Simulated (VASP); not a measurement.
# B5Pt (F-43m) in VASP: notebook

The runs below take B5Pt through relaxation of cell and atoms, single point, with PBE.

Program: VASP 6.6.1. These are calculated values, not measurements. Logs are shortened: lines on timing, memory, paths and dates and some standing lists are left out, and cuts for length are marked.

## 1. The cell of the first run

It takes space group F-43m (No. 216, cubic). Conventional cell: a = 6.196 Å, b = 6.196 Å, c = 6.196 Å, α = 90.00°, β = 90.00°, γ = 90.00°. Within 1.9 Å of B (site symmetry 3m) lie 3 B at 1.45 Å and 1 Pt at 1.80 Å. Within 3.5 Å of B (site symmetry -43m) lie 4 Pt at 2.68 Å and 12 B at 2.69 Å. Within 2.4 Å of Pt (site symmetry -43m) lie 4 B at 1.80 Å.

The cell was built from a structure type or drawn by symmetry, and may not be a known phase.

## 2. Relaxation of cell and atoms, PBE

INCAR reads:

```
  ALGO = Normal
  EDIFF = 1E-6
  EDIFFG = -0.04
  ENCUT = 600
  GGA = PE
  IBRION = 2
  ISIF = 3
  ISMEAR = 0
  LASPH = True
  LCHARG = False
  LREAL = False
  LWAVE = False
  NELM = 100
  NSW = 90
  PREC = Accurate
  SIGMA = 0.1
```

KPOINTS reads:

```
k-points
0
Gamma
  6 6 6
```

POSCAR reads:

```
B5Pt
1.0
    0.0000000000      3.0978985400      3.0978985400
    3.0978985400      0.0000000000      3.0978985400
    3.0978985400      3.0978985400      0.0000000000
B Pt
5 1
Direct
    0.0825391900      0.0825391900      0.0825391900
    0.0825391900      0.0825391900      0.7523824200
    0.0825391900      0.7523824200      0.0825391900
    0.7523824200      0.0825391900      0.0825391900
    0.5000000000      0.5000000000      0.5000000000
    0.2500000000      0.2500000000      0.2500000000
```

Potentials or basis: VASP PAW PBE potentials, release 64 (B, Pt).

The run is started by

```console
cat potpaw_PBE.64/B/POTCAR potpaw_PBE.64/Pt/POTCAR > POTCAR
mpirun -np 1 vasp_std > vasp.out
```

OUTCAR:

```text
EDIFF = 1E-6
   EDIFFG = -0.04
   ENCUT = 600
   GGA = PE
   IBRION = 2
   ISIF = 3
   ISMEAR = 0
   LASPH = True
   LREAL = False
   NELM = 100
   NSW = 90
   PREC = Accurate

 ion  position               nearest neighbor table
   1  0.083  0.083  0.083-   2 1.45   3 1.45   4 1.45   6 1.80
   2  0.083  0.083  0.752-   1 1.45   3 1.45   4 1.45   6 1.80
   3  0.083  0.752  0.083-   1 1.45   2 1.45   4 1.45   6 1.80
   4  0.752  0.083  0.083-   1 1.45   2 1.45   3 1.45   6 1.80
   5  0.500  0.500  0.500-   6 2.68   6 2.68   6 2.68   6 2.68
   6  0.250  0.250  0.250-   4 1.80   3 1.80   2 1.80   1 1.80   5 2.68   5 2.68   5 2.68   5 2.68

  LATTYP: Found a face centered cubic cell.
 ALAT       =     6.1957970800

  Lattice vectors:

 A1 = (   0.0000000000,   3.0978985400,   3.0978985400)
 A2 = (   3.0978985400,   0.0000000000,   3.0978985400)
 A3 = (   3.0978985400,   3.0978985400,   0.0000000000)

Analysis of symmetry for initial positions (statically):
=====================================================================
 Subroutine PRICEL returns:
 Original cell was already a primitive cell.

 Routine SETGRP: Setting up the symmetry group for a
 face centered cubic supercell.

 Subroutine GETGRP returns: Found 24 space group operations
 (whereof 24 operations were pure point group operations)
 out of a pool of 48 trial point group operations.

The static configuration has the point symmetry T_d .

Analysis of symmetry for dynamics (positions and initial velocities):
=====================================================================
 Subroutine PRICEL returns:
 Original cell was already a primitive cell.

 Routine SETGRP: Setting up the symmetry group for a
 face centered cubic supercell.

 Subroutine GETGRP returns: Found 24 space group operations
 (whereof 24 operations were pure point group operations)
 out of a pool of 48 trial point group operations.

The dynamic configuration has the point symmetry T_d .

 Subroutine INISYM returns: Found 24 space group operations
 (whereof 24 operations are pure point group operations),
 and found     1 'primitive' translations

----------------------------------------------------------------------------------------

                                     Primitive cell

  volume of cell :      59.4609

  direct lattice vectors                    reciprocal lattice vectors
     0.000000000  3.097898540  3.097898540    -0.161399734  0.161399734  0.161399734
     3.097898540  0.000000000  3.097898540     0.161399734 -0.161399734  0.161399734
     3.097898540  3.097898540  0.000000000     0.161399734  0.161399734 -0.161399734

  length of vectors
     4.381090130  4.381090130  4.381090130     0.279552539  0.279552539  0.279552539

  position of ions in fractional coordinates (direct lattice)
     0.082539190  0.082539190  0.082539190
     0.082539190  0.082539190  0.752382420
     0.082539190  0.752382420  0.082539190
     0.752382420  0.082539190  0.082539190
     0.500000000  0.500000000  0.500000000
     0.250000000  0.250000000  0.250000000

  ion indices of the primitive-cell ions
   primitive index   ion index
                 1           1
                 2           2
                 3           3
                 4           4
                 5           5
                 6           6

----------------------------------------------------------------------------------------

 KPOINTS: k-points

Automatic generation of k-mesh.
 Grid dimensions read from file:
 generate k-points for:    6    6    6

 Generating k-lattice:

  Cartesian coordinates                     Fractional coordinates (reciprocal lattice)
    -0.026899956  0.026899956  0.026899956     0.166666667  0.000000000  0.000000000
     0.026899956 -0.026899956  0.026899956     0.000000000  0.166666667  0.000000000
     0.026899956  0.026899956 -0.026899956     0.000000000  0.000000000  0.166666667

  Length of vectors
     0.046592090  0.046592090  0.046592090

  Shift w.r.t. Gamma in fractional coordinates (k-lattice)
     0.000000000  0.000000000  0.000000000

 Subroutine IBZKPT returns following result:
 ===========================================

 Found     16 irreducible k-points:

 Following reciprocal coordinates:
            Coordinates               Weight
  0.000000  0.000000  0.000000      1.000000
  0.166667  0.000000  0.000000      8.000000
  0.333333  0.000000  0.000000      8.000000
  0.500000  0.000000  0.000000      4.000000
  0.166667  0.166667  0.000000      6.000000
  0.333333  0.166667  0.000000     24.000000
[... 8 lines left out ...]
 -0.333333  0.333333  0.166667     24.000000
 -0.333333  0.500000  0.166667     12.000000
   k-points           NKPTS =     16   k-points in BZ     NKDIM =     16   number of bands    NBANDS=     16
   number of dos      NEDOS =    301   number of ions     NIONS =      6
   total plane-waves  NPLWV =  46656
   dimension x,y,z NGX =    36 NGY =   36 NGZ =   36
   dimension x,y,z NGXF=    72 NGYF=   72 NGZF=   72
   ions per type =               5   1
   NGX,Y,Z   is equivalent  to a cutoff of  13.66, 13.66, 13.66 a.u.
   NGXF,Y,Z  is equivalent  to a cutoff of  27.32, 27.32, 27.32 a.u.
 SYSTEM =  unknown system
   PREC   = accura    normal or accurate (medium, high low for compatibility)
   ISTART =      0    job   : 0-new  1-cont  2-samecut
   ICHARG =      2    charge: 1-file 2-atom 10-const
   ISPIN  =      1    spin polarized calculation?
   LNONCOLLINEAR =      F non collinear calculations
   LSORBIT =      F    spin-orbit coupling
   LASPH  =      T    aspherical Exc in radial PAW
   ENCUT  =  600.0 eV  44.10 Ry    6.64 a.u.   8.75  8.75  8.75*2*pi/ulx,y,z
   NELM   =    100;   NELMIN=  2; NELMDL= -5     # of ELM steps
   EDIFF  = 0.1E-05   stopping-criterion for ELM
   LREAL  =      F    real-space projection
   EDIFFG = -.4E-01   stopping-criterion for IOM
   NSW    =     90    number of steps for IOM
   IBRION =      2    ionic relax: 0-MD 1-quasi-New 2-CG
   NFREE  =      1    steps in history (QN), initial steepest desc. (CG)
   ISIF   =      3    stress and relaxation
   ISYM   =      2    0-nonsym 1-usesym 2-fastsym
   POTIM  = 0.5000    time-step for ionic-motion
   TEBEG  =    0.0;   TEEND  =   0.0 temperature during run
   PSTRESS=    0.0 pullay stress
   NELECT =      25.0000    total number of electrons
   NUPDOWN=      -1.0000    fix difference up-down
   EMIN   =  10.00;   EMAX   =-10.00  energy-range for DOS
   EFERMI =   0.00;   METHOD = LEGACY
   ISMEAR =     0;   SIGMA  =   0.10  broadening in eV -4-tet -1-fermi 0-gaus
   EFERMI_NEDOS =   21; number of points for ismear=-14 and -15
   IALGO  =     38    algorithm
   IMIX   =      4    mixing-type and parameters
     AMIX     =   0.40;   BMIX     =  1.00
     AMIX_MAG =   1.60;   BMIX_MAG =  1.00
  volume/ion in A,a.u.               =       9.91        66.88
  Fermi-wavevector in a.u.,A,eV,Ry     =   1.226434  2.317625 20.465084  1.504141
  Thomas-Fermi vector in A             =   2.361435
   LORBIT       =      0    0 simple, 1 ext, 2 COOP (PROOUT), +10 PAW based schemes
   GGA     = PE    functional components
   LHFCALC =     F    Hartree Fock is set to
   AEXX    =    0.0000 exact exchange contribution
   IVDW    =     0    specifies the selected vdW correction
   LEPSILON=     F    determine dielectric tensor
   LRPA    =     F    only Hartree local field effects (RPA)
 conjugate gradient relaxation of ions
 non-spin polarized calculation
 Gauss-broadening in eV      SIGMA  =   0.10
  energy-cutoff  :      600.00
  volume of cell :       59.46
 maximum number of plane-waves:      2012
   NGX = 17   NGY = 17   NGZ = 17

--------------------------------------- Ionic step        1  -------------------------------------------

 number of electron      25.0000001 magnetization

 Free energy of the ion-electron system (eV)
  ---------------------------------------------------
  ext. energy  EPLUGINS =         0.00000000
  ---------------------------------------------------
  free energy    TOTEN  =       -27.13340183 eV

  energy without entropy =      -27.12119942  energy(sigma->0) =      -27.12730062

------------------------ aborting loop because EDIFF is reached ----------------------------------------

  FORCE on cell =-STRESS in cart. coord.  units (eV):
  Direction    XX          YY          ZZ          XY          YZ          ZX
  --------------------------------------------------------------------------------------
  -------------------------------------------------------------------------------------
  Total       30.3297286     30.3297286     30.3297286      0.0000000      0.0000000     -0.0000000
  in kB      817.2360966    817.2360966    817.2360966      0.0000000      0.0000000     -0.0000000
  external PRESSURE =     817.2360966 kB  Pullay stress =       0.0000000 kB
[... 101 lines left out ...]
  FREE ENERGIE OF THE ION-ELECTRON SYSTEM (eV)
  ---------------------------------------------------
  free  energy   TOTEN  =       -28.0580107534 eV

  energy  without entropy=      -28.0439498449  energy(sigma->0) =      -28.05098030

 E-fermi :   4.3382     XC(G=0): -10.1501

 val. band max:        4.3345419479   @ k =   0.0000   0.0000   0.0000
 cond. band min:       4.4828917594   @ k =   0.5000   0.3333   0.1667
 fundamental gap:      0.1483498116
 Fermi energy:         4.3382479570

 k-point     1 :       0.0000    0.0000    0.0000
  band No.  band energies     occupation
      1      -8.6774      2.00000
      2      -3.8585      2.00000
      3      -3.8585      2.00000
      4      -3.8585      2.00000
      5      -3.7442      2.00000
      6      -1.7792      2.00000
[... 8 lines left out ...]
     15       6.3208      0.00000
     16       6.3208      0.00000
[... 268 lines left out ...]
  band No.  band energies     occupation
      1      -7.8957      2.00000
      2      -4.4229      2.00000
      3      -3.4669      2.00000
      4      -3.2677      2.00000
      5      -3.0603      2.00000
      6      -2.4642      2.00000
[... 8 lines left out ...]
     15       6.5457      0.00000
     16       6.9126      0.00000

[... ionic steps 4 to 10 ...]

--------------------------------------- Ionic step       11  -------------------------------------------

 number of electron      25.0000000 magnetization

------------------------ aborting loop because EDIFF is reached ----------------------------------------

  FORCE on cell =-STRESS in cart. coord.  units (eV):
  Direction    XX          YY          ZZ          XY          YZ          ZX
  --------------------------------------------------------------------------------------
  -------------------------------------------------------------------------------------
  Total        0.1433231      0.1433231      0.1433231      0.0000000     -0.0000000      0.0000000
  in kB        2.7189808      2.7189808      2.7189808      0.0000000     -0.0000000      0.0000000
  external PRESSURE =       2.7189808 kB  Pullay stress =       0.0000000 kB
[... 65 lines left out ...]
  energy  without entropy=      -32.2415523430  energy(sigma->0) =      -32.24929182

--------------------------------------- Ionic step       13  -------------------------------------------

 number of electron      25.0000000 magnetization

 Free energy of the ion-electron system (eV)
  ---------------------------------------------------
  ext. energy  EPLUGINS =         0.00000000
  ---------------------------------------------------
  free energy    TOTEN  =       -32.25739313 eV

  energy without entropy =      -32.24193608  energy(sigma->0) =      -32.24966461

 E-fermi :   2.9332     XC(G=0):  -9.5107

 val. band max:        2.8961512473   @ k =   0.3333   0.1667   0.0000
 cond. band min:       2.9359644139   @ k =   0.0000   0.0000   0.0000
 fundamental gap:      0.0398131665
 Fermi energy:         2.9332261792

 k-point     1 :       0.0000    0.0000    0.0000
  band No.  band energies     occupation
      1     -10.1400      2.00000
      2      -4.6716      2.00000
      3      -3.8847      2.00000
      4      -3.8847      2.00000
      5      -3.8847      2.00000
      6      -1.6731      2.00000
[... 8 lines left out ...]
     15       5.0230      0.00000
     16       5.0230      0.00000
[... 316 lines left out ...]
  FREE ENERGIE OF THE ION-ELECTRON SYSTEM (eV)
  ---------------------------------------------------
  free  energy   TOTEN  =       -32.2573931277 eV

  energy  without entropy=      -32.2419360844  energy(sigma->0) =      -32.24966461

 reached required accuracy - stopping structural energy minimisation
```

It took 5.9 min on 1 thread of Intel Xeon 8259CL, shared host; peak memory 0.22 GiB.

Results:

```yaml
Free_energy: -32.2574 eV
Relaxed_volume: 14.12 Å³/atom
Relaxed_cell: a = 4.930 Å, b = 4.930 Å, c = 4.930 Å, α = 60.00°, β = 60.00°, γ = 60.00°
Space_group_after_relaxing_to_0.1_Å: F-43m (No. 216)
Energy_gained_by_relaxing: 854.0 meV/atom
Ionic_steps: 13
Pressure_after_relaxing: 0.0 GPa
Largest_force_after_relaxing: 0.035 eV/Å
Band_gap_on_the_k_mesh: zero (an odd number of electrons rules out a gap without spin polarisation)
```

Forces on the atoms (eV/Å):
```
B    0.020  0.020  0.020
B   -0.020 -0.020  0.020
B   -0.020  0.020 -0.020
B    0.020 -0.020 -0.020
B    0.000  0.000  0.000
Pt   0.000  0.000  0.000
```

The path:
```tsv
step	energy change (eV)	largest force (eV/Å)	pressure (GPa)	volume (Å³)
1	0.0000	5.8228	81.72	59.46
2	0.9305	5.6679	-4.21	114.43
3	-0.9246	6.9132	-0.85	99.66
4	-2.1929	7.4926	4.40	89.57
5	-3.2883	6.6884	25.43	73.49
6	-2.4665	2.8534	-13.97	114.76
7	-5.0786	0.0751	-4.12	88.09
8	-5.1017	0.4001	-2.63	86.72
9	-5.1050	0.5992	-1.70	85.94
10	-5.1107	0.3974	2.06	83.27
11	-5.1236	0.0796	0.27	84.45
12	-5.1236	0.0675	0.31	84.42
13	-5.1240	0.0352	-0.05	84.72
```

Final structure:
```
B Pt
1.0
     0.00000    3.48597    3.48597
     3.48597    0.00000    3.48597
     3.48597    3.48597    0.00000
B Pt
5 1
Direct
  0.08560 0.08560 0.08560
  0.08560 0.08560 0.74321
  0.08560 0.74321 0.08560
  0.74321 0.08560 0.08560
  0.50000 0.50000 0.50000
  0.25000 0.25000 0.25000
```

Levels at points of the mesh, in eV from the Fermi level:
```
           k point  band 10  band 11  band 12  band 13  band 14  band 15
(0.00, 0.00, 0.00)    -2.55    -2.51     0.00     0.00     0.00     2.09
(0.50, 0.00, 0.00)    -3.02    -2.54    -0.94    -0.94     1.32     2.56
(0.50, 0.50, 0.00)    -4.17    -1.28     0.69     0.89     0.89     1.16
```

Caveat: the volume moved by over 15 % at a fixed basis, so the end points are rough; spin-orbit coupling is left out, which moves the levels of the heavy elements.

(Part 1 of 2 ends here.)
